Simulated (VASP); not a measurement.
Ge, 2 atoms in the cell. The structure is hexagonal, space group P6_3/mmc (No. 194). The conventional cell has a = 3.126 Å, b = 3.126 Å, c = 4.843 Å, α = 90.00°, β = 90.00°, γ = 120.00°. Within 4.0 Å of Ge (site symmetry -6m2) lie 12 Ge at 3.02 to 3.13 Å.  This cell differs from its parent crystal: volume scaled by 1.04.

- Program: VASP 6.6.1
- Task: single point
- Functional: revPBE
- Potentials or basis: VASP PAW PBE potentials, release 64 (Ge_d)
- Cutoff: 520 eV
- k mesh: 13 × 13 × 8
- Occupations: fermi-dirac, width 0.1 eV
- Spin: no spin polarisation
- Dipole correction: no
- Further INCAR settings: ALGO = Normal; EDIFF = 1e-07; NBANDS = 21

Potentials or basis: VASP PAW PBE potentials, release 64 (Ge_d).

The run is started by

```bash
$ cat potpaw_PBE.64/Ge_d/POTCAR > POTCAR
$ mpirun -np 1 vasp_std > vasp.out
```

Hardware: 1 thread of Intel(R) Xeon(R) 6975P-C (Granite Rapids), with other jobs on the host.

Q: How long does it take, and how much memory?

A: Run time: 21 s on 1 thread of Intel(R) Xeon(R) 6975P-C (Granite Rapids), with other jobs on the host, peak memory 0.19 GiB. Counts: scf iterations 12, k points 105.
